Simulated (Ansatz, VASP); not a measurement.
## Ge: VASP beside Ansatz

```
Ge
1.0
     3.93701    0.00000    0.00000
    -1.96851    3.40955    0.00000
     0.00000    0.00000    6.59637
Ge
4
Direct
  0.66667 0.33333 0.06291
  0.33333 0.66667 0.56291
  0.66667 0.33333 0.43709
  0.33333 0.66667 0.93709
```

Change from the starting cell: strain -0.015 along x and y, +0.000 along z, atoms carried along.

Alike in both runs: task single point; functional PBEsol; k mesh 12 × 12 × 8; occupations gaussian, width 0.15 eV; no spin polarisation.

|  | VASP | Ansatz |
| --- | --- | --- |
| version | VASP 6.6.1 | Ansatz 0.2.0 |
| potentials or method | VASP PAW PBE potentials, release 64 (Ge_d), cutoff 520 eV | scalar-relativistic, plane waves, PAW |
| valence electrons in the cell | 56 | 56 |

VASP gave:

```
gap on the k mesh at the Fermi level (eV)                     : none
pressure (GPa)                                                : 2.1
traceless stress, the component that is largest in VASP (GPa) : -1.88
rms of the force components (eV/Å)                            : 0.091
```

Problem. Estimate Ansatz's values.

Solution. gap on the k mesh at the Fermi level (eV): none; pressure (GPa): 2.2; traceless stress, the component that is largest in VASP (GPa): -1.88; rms of the force components (eV/Å): 0.093.

VASP's potentials were made for PBE, not for PBEsol. Atom by atom the forces differ by 0.001 eV/Å (rms over components). A gap of «none» marks a metal or a gap that the smearing closes. With one functional, cell and mesh, what is left measures potentials, basis and numerics.
